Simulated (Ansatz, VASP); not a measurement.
# One calculation of TePb, two programs

```
Te Pb
1.0
     4.08078    0.00000    0.00000
     0.00000    4.08078    0.00000
     0.00000    0.00000    4.08078
Te Pb
1 1
Direct
  0.50000 0.50000 0.50000
  0.00000 0.00000 0.00000
```

Change from the starting cell: volume scaled by 1.06.

Alike in both runs: task single point; functional PBE; k mesh 10 × 10 × 10; occupations fermi-dirac, width 0.08 eV; no spin polarisation.

|  | VASP | Ansatz |
| --- | --- | --- |
| version | VASP 6.6.1 | Ansatz 0.2.0 |
| potentials or method | VASP PAW PBE potentials, release 64 (Te, Pb_d), cutoff 520 eV | all-electron LAPW, scalar-relativistic |

|  | VASP | Ansatz | Ansatz less VASP |
| --- | --- | --- | --- |
| pressure (GPa) | -2.3 | -2.2 | +0.05 |

Ansatz ran all-electron here, and VASP with PAW potentials.

Neither program's run includes spin-orbit coupling.
